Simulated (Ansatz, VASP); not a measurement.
One calculation of AlNi, two programs

```
Al Ni
1.0
     2.33372   -1.34890   -0.05275
     2.33372    1.34890   -0.05275
    -1.46491    0.00000    3.91011
Al Ni
1 1
Direct
  0.00000 0.00000 0.00000
  0.50000 0.50000 0.50000
```

Alike in both runs: functional r2SCAN; k mesh 24 × 24 × 14; occupations gaussian, width 0.1 eV; no spin polarisation.

Ansatz relaxed the structure, and its values are those at the end. VASP's run is a single point on that final structure, the one shown.

|  | VASP | Ansatz |
| --- | --- | --- |
| version | VASP 6.6.1 | Ansatz 0.2.0 |
| potentials or method | VASP PAW PBE potentials, release 64 (Al, Ni), cutoff 520 eV | scalar-relativistic, plane waves, PAW |
| valence electrons in the cell | 13 | 21 |

```tsv
	VASP	Ansatz	Ansatz less VASP
gap on the k mesh at the Fermi level (eV)	none	none	-
pressure (GPa)	-0.3	0.0	+0.25
```

VASP's potentials were made for PBE, not for r2SCAN. A gap of «none» marks a metal or a gap that the smearing closes. VASP's potentials hold 13 valence electrons a cell and Ansatz's 21, so a difference there can come from the potentials and not from the codes.
